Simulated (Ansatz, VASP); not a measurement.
Two plane-wave programs on HfO2

```
Hf O
1.0
     0.00000    2.52918    2.52918
     2.52918    0.00000    2.52918
     2.52918    2.52918    0.00000
Hf O
1 2
Direct
  0.00000 0.00000 0.00000
  0.25000 0.25000 0.25000
  0.75000 0.75000 0.75000
```

Alike in both runs: task single point; functional HSE06; k mesh 6 × 6 × 6; no spin polarisation.

|  | VASP | Ansatz |
| --- | --- | --- |
| version | VASP 6.6.1 | Ansatz 0.2.0 |
| potentials or method | VASP PAW PBE potentials, release 64 (Hf_pv, O) | plane waves, PAW |
| plane-wave cutoff (eV) | 520 | 420 |
| occupations | gaussian, width 0.01 eV | fixed |
| valence electrons in the cell | 22 | 38 |

Ansatz gave:

| Item | Value |
| --- | --- |
| gap on the k mesh at the Fermi level (eV) | 5.41 |
| pressure (GPa) | -0.4 |

Problem. Estimate VASP's values.

Solution. gap on the k mesh at the Fermi level (eV): 5.36; pressure (GPa): -5.3.

One of these differences is far larger than is usual between the two programs; its cause wasn't traced. VASP's potentials hold 22 valence electrons a cell and Ansatz's 38, so a difference there can come from the potentials and not from the codes. Ansatz's warnings: stress exchange threshold loose, stress scf threshold loose.

Neither program's run includes spin-orbit coupling.
